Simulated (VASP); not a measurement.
# Zn2Cd3S5 (I-4m2) in VASP: further runs, part 2 of 2

VASP 6.6.1. The steps go on from the part before.

## 3. Single point, PBE

This run uses another cell than the first one, of 21.94 Å³/atom.

INCAR

```
SYSTEM = Zn2Cd3S5
  ALGO = Normal
  EDIFF = 1E-7
  ENCUT = 520
  GGA = PE
  ISIF = 2
  ISMEAR = 0
  LASPH = .TRUE.
  LCHARG = .TRUE.
  LELF = .TRUE.
  LREAL = .FALSE.
  LVHAR = .TRUE.
  LWAVE = .FALSE.
  NBANDS = 56
  NELM = 100
  PREC = Accurate
  SIGMA = 0.1
```

KPOINTS

```
k-points
0
G
  6 6 6
  0 0 0
```

POSCAR

```
Zn2Cd3S5
1.0
   -1.9794029200      1.9794029200     13.9964922900
    1.9794029200     -1.9794029200     13.9964922900
    1.9794029200      1.9794029200    -13.9964922900
Zn Cd S
2 3 5
Direct
    0.6500000000      0.1500000000      0.5000000000
    0.8500000000      0.3500000000      0.5000000000
    0.4500000000      0.9500000000      0.5000000000
    0.0500000000      0.5500000000      0.5000000000
    0.2500000000      0.7500000000      0.5000000000
    0.8000000000      0.8000000000      0.0000000000
    0.4000000000      0.4000000000      0.0000000000
    0.0000000000      0.0000000000      0.0000000000
    0.6000000000      0.6000000000      0.0000000000
    0.2000000000      0.2000000000      0.0000000000
```

Potentials or basis: VASP PAW PBE potentials, release 64 (Zn, Cd, S).

Launch:

```
cat potpaw_PBE.64/Zn/POTCAR potpaw_PBE.64/Cd/POTCAR potpaw_PBE.64/S/POTCAR > POTCAR
mpirun -np 1 vasp_std > vasp.out
```

OUTCAR:

```text
SYSTEM = Zn2Cd3S5
   EDIFF = 1E-7
   ENCUT = 520
   GGA = PE
   ISIF = 2
   ISMEAR = 0
   LASPH = .TRUE.
   LREAL = .FALSE.
   NELM = 100
   PREC = Accurate

 ion  position               nearest neighbor table
   1  0.650  0.150  0.500-   9 2.42   9 2.42  10 2.42  10 2.42
   2  0.850  0.350  0.500-   7 2.42   7 2.42   6 2.42   6 2.42
   3  0.450  0.950  0.500-   8 2.42   8 2.42   7 2.42   7 2.42
   4  0.050  0.550  0.500-   8 2.42   8 2.42   9 2.42   9 2.42
   5  0.250  0.750  0.500-   6 2.42  10 2.42   6 2.42  10 2.42
   6  0.800  0.800  0.000-   5 2.42   5 2.42   2 2.42   2 2.42
   7  0.400  0.400  0.000-   2 2.42   2 2.42   3 2.42   3 2.42
   8  0.000  0.000  0.000-   4 2.42   3 2.42   4 2.42   3 2.42
   9  0.600  0.600  0.000-   1 2.42   1 2.42   4 2.42   4 2.42
  10  0.200  0.200  0.000-   5 2.42   5 2.42   1 2.42   1 2.42

  LATTYP: Found a body centered tetragonal cell.
 ALAT       =     3.9588058400
 C/A-ratio  =     7.0710678198

  Lattice vectors:

 A1 = (  -1.9794029200,   1.9794029200,  13.9964922900)
 A2 = (   1.9794029200,  -1.9794029200,  13.9964922900)
 A3 = (   1.9794029200,   1.9794029200, -13.9964922900)

Analysis of symmetry for initial positions (statically):
=====================================================================
 Subroutine PRICEL returns:
 Original cell was already a primitive cell.

 Routine SETGRP: Setting up the symmetry group for a
 body centered tetragonal supercell.

 Subroutine GETGRP returns: Found  8 space group operations
 (whereof  8 operations were pure point group operations)
 out of a pool of 16 trial point group operations.

The static configuration has the point symmetry D_2d.

Analysis of symmetry for dynamics (positions and initial velocities):
=====================================================================
 Subroutine PRICEL returns:
 Original cell was already a primitive cell.

 Routine SETGRP: Setting up the symmetry group for a
 body centered tetragonal supercell.

 Subroutine GETGRP returns: Found  8 space group operations
 (whereof  8 operations were pure point group operations)
 out of a pool of 16 trial point group operations.

The dynamic configuration has the point symmetry D_2d.

 Subroutine INISYM returns: Found  8 space group operations
 (whereof  8 operations are pure point group operations),
 and found     1 'primitive' translations

----------------------------------------------------------------------------------------

                                     Primitive cell

  volume of cell :     219.3550

  direct lattice vectors                    reciprocal lattice vectors
    -1.979402920  1.979402920 13.996492290     0.000000000  0.252601426  0.035723236
     1.979402920 -1.979402920 13.996492290     0.252601426  0.000000000  0.035723236
     1.979402920  1.979402920-13.996492290     0.252601426  0.252601426  0.000000000

  length of vectors
    14.273677461 14.273677461 14.273677461     0.255114935  0.255114935  0.357232362

  position of ions in fractional coordinates (direct lattice)
     0.650000000  0.150000000  0.500000000
[... 55 lines left out ...]
  0.166667  0.166667 -0.000000      8.000000
  0.333333  0.166667  0.000000     16.000000
[... 16 lines left out ...]
 -0.333333 -0.333333  0.166667      8.000000
 -0.166667 -0.333333  0.166667      8.000000
 [... further k-points ...]
   k-points           NKPTS =     30   k-points in BZ     NKDIM =     30   number of bands    NBANDS=     56
   number of dos      NEDOS =    301   number of ions     NIONS =     10
   total plane-waves  NPLWV = ******
   dimension x,y,z NGX =   108 NGY =  108 NGZ =  108
   dimension x,y,z NGXF=   216 NGYF=  216 NGZF=  216
   ions per type =               2   3   5
   NGX,Y,Z   is equivalent  to a cutoff of  12.58, 12.58, 12.58 a.u.
   NGXF,Y,Z  is equivalent  to a cutoff of  25.16, 25.16, 25.16 a.u.
 SYSTEM =  Zn2Cd3S5
   PREC   = accura    normal or accurate (medium, high low for compatibility)
   ISTART =      0    job   : 0-new  1-cont  2-samecut
   ICHARG =      2    charge: 1-file 2-atom 10-const
   ISPIN  =      1    spin polarized calculation?
   LNONCOLLINEAR =      F non collinear calculations
   LSORBIT =      F    spin-orbit coupling
   LASPH  =      T    aspherical Exc in radial PAW
   ENCUT  =  520.0 eV  38.22 Ry    6.18 a.u.  26.54 26.54 26.54*2*pi/ulx,y,z
   NELM   =    100;   NELMIN=  2; NELMDL= -5     # of ELM steps
   EDIFF  = 0.1E-06   stopping-criterion for ELM
   LREAL  =      F    real-space projection
   EDIFFG = 0.1E-05   stopping-criterion for IOM
   NSW    =      0    number of steps for IOM
   IBRION =     -1    ionic relax: 0-MD 1-quasi-New 2-CG
   NFREE  =      0    steps in history (QN), initial steepest desc. (CG)
   ISIF   =      2    stress and relaxation
   ISYM   =      2    0-nonsym 1-usesym 2-fastsym
   POTIM  = 0.5000    time-step for ionic-motion
   TEBEG  =    0.0;   TEEND  =   0.0 temperature during run
   PSTRESS=    0.0 pullay stress
   NELECT =      90.0000    total number of electrons
   NUPDOWN=      -1.0000    fix difference up-down
   EMIN   =  10.00;   EMAX   =-10.00  energy-range for DOS
   EFERMI =   0.00;   METHOD = LEGACY
   ISMEAR =     0;   SIGMA  =   0.10  broadening in eV -4-tet -1-fermi 0-gaus
   EFERMI_NEDOS =   21; number of points for ismear=-14 and -15
   IALGO  =     38    algorithm
   IMIX   =      4    mixing-type and parameters
     AMIX     =   0.40;   BMIX     =  1.00
     AMIX_MAG =   1.60;   BMIX_MAG =  1.00
  volume/ion in A,a.u.               =      21.94       148.03
  Fermi-wavevector in a.u.,A,eV,Ry     =   1.216484  2.298822 20.134360  1.479834
  Thomas-Fermi vector in A             =   2.351837
   LORBIT       =      0    0 simple, 1 ext, 2 COOP (PROOUT), +10 PAW based schemes
   GGA     = PE    functional components
   LHFCALC =     F    Hartree Fock is set to
   AEXX    =    0.0000 exact exchange contribution
   IVDW    =     0    specifies the selected vdW correction
   LEPSILON=     F    determine dielectric tensor
   LRPA    =     F    only Hartree local field effects (RPA)
 non-spin polarized calculation
 Gauss-broadening in eV      SIGMA  =   0.10
  energy-cutoff  :      520.00
  volume of cell :      219.36
 maximum number of plane-waves:      6005
 NGX is ok and might be reduce to   108
   NGX = 53   NGY = 53   NGZ = 53

 number of electron      89.9999996 magnetization

 Free energy of the ion-electron system (eV)
  ---------------------------------------------------
  ext. energy  EPLUGINS =         0.00000000
  ---------------------------------------------------
  free energy    TOTEN  =       -31.10933607 eV

  energy without entropy =      -31.10933607  energy(sigma->0) =      -31.10933607

 E-fermi :   2.4042     XC(G=0):  -9.5011

 val. band max:        1.9681223536   @ k =   0.0000   0.0000   0.0000
 cond. band min:       3.4589025384   @ k =   0.0000   0.0000   0.0000
 fundamental gap:      1.4907801849
 Fermi energy:         2.4042261139

 k-point     1 :       0.0000    0.0000    0.0000
  band No.  band energies     occupation
      1     -10.9818      2.00000
      2     -10.7248      2.00000
      3     -10.6671      2.00000
      4     -10.2620      2.00000
      5     -10.1716      2.00000
      6      -6.0589      2.00000
[... 1405 lines left out ...]
     55       8.1581      0.00000
     56       8.6325      0.00000

 [... further k-points ...]

------------------------ aborting loop because EDIFF is reached ----------------------------------------

  FORCE on cell =-STRESS in cart. coord.  units (eV):
  Direction    XX          YY          ZZ          XY          YZ          ZX
  --------------------------------------------------------------------------------------
  -------------------------------------------------------------------------------------
  Total        8.9338270      8.9338270      8.8380911      0.0000000      0.0000000     -0.0000000
  in kB       65.2530036     65.2530036     64.5537449      0.0000000      0.0000000     -0.0000000
  external PRESSURE =      65.0199173 kB  Pullay stress =       0.0000000 kB

 VOLUME and BASIS-vectors are now :
 -----------------------------------------------------------------------------
  energy-cutoff  :      520.00
  volume of cell :      219.36
      direct lattice vectors                 reciprocal lattice vectors
    -1.979402920  1.979402920 13.996492290     0.000000000  0.252601426  0.035723236
     1.979402920 -1.979402920 13.996492290     0.252601426  0.000000000  0.035723236
     1.979402920  1.979402920-13.996492290     0.252601426  0.252601426  0.000000000

 POSITION                                       TOTAL-FORCE (eV/Angst)
 -----------------------------------------------------------------------------------
      0.00000      1.97940      4.19895        -0.000000      0.000000     -0.003160
      0.00000      1.97940      9.79754        -0.000000      0.000000      0.003160
      1.97940     -0.00000     12.59684        -0.000000     -0.000000     -0.086734
      1.97940      0.00000      1.39965         0.000000      0.000000      0.086734
      1.97940      0.00000      6.99825         0.000000      0.000000     -0.000000
      0.00000      0.00000     22.39439         0.000000      0.000000      1.676390
      0.00000      0.00000     11.19719        -0.000000     -0.000000     -1.682252
      0.00000      0.00000      0.00000         0.000000      0.000000      0.000000
      0.00000      0.00000     16.79579         0.000000      0.000000      1.682252
      0.00000      0.00000      5.59860        -0.000000     -0.000000     -1.676390
 -----------------------------------------------------------------------------------
    total drift:                               -0.000002      0.000002      0.000000

  FREE ENERGIE OF THE ION-ELECTRON SYSTEM (eV)
  ---------------------------------------------------
  free  energy   TOTEN  =       -31.1093360742 eV

  energy  without entropy=      -31.1093360742  energy(sigma->0) =      -31.10933607
```

Run time: 64 min. Hardware: 1 thread of Intel Xeon 6975P-C (Granite Rapids), shared host; peak memory 2.1 GiB.

Results:

```yaml
Free_energy: -31.1093 eV
Pressure: 6.5 GPa
Largest_force: 1.682 eV/Å
Band_gap_on_the_k_mesh: 1.49 eV
```

Forces on the atoms (eV/Å):
```
Zn   0.000  0.000 -0.003
Zn   0.000  0.000  0.003
Cd   0.000  0.000 -0.087
Cd   0.000  0.000  0.087
Cd   0.000  0.000  0.000
S    0.000  0.000  1.676
S    0.000  0.000 -1.682
S    0.000  0.000  0.000
S    0.000  0.000  1.682
S    0.000  0.000 -1.676
```

Levels at points of the mesh, in eV from the valence-band top:
| k point | band 42 | band 43 | band 44 | band 45 | band 46 | band 47 | band 48 | band 49 |
| --- | --- | --- | --- | --- | --- | --- | --- | --- |
| (0.00, 0.00, 0.00) | -0.74 | -0.01 | 0.00 | 0.00 | 1.49 | 3.41 | 3.57 | 3.59 |
| (0.50, 0.00, 0.00) | -0.86 | -0.82 | -0.79 | -0.77 | 2.95 | 3.53 | 3.70 | 4.32 |
| (0.50, 0.50, 0.00) | -2.32 | -2.31 | -2.17 | -2.14 | 3.42 | 3.92 | 3.96 | 4.03 |
| (0.50, 0.50, 0.50) | -0.30 | -0.30 | -0.20 | -0.20 | 2.32 | 2.34 | 3.42 | 3.91 |

Caveat: the cell stands under pressure; forces of over 1 eV/Å act on the atoms, so gaps and moduli don't describe the material at rest. A k mesh can miss the band edges.
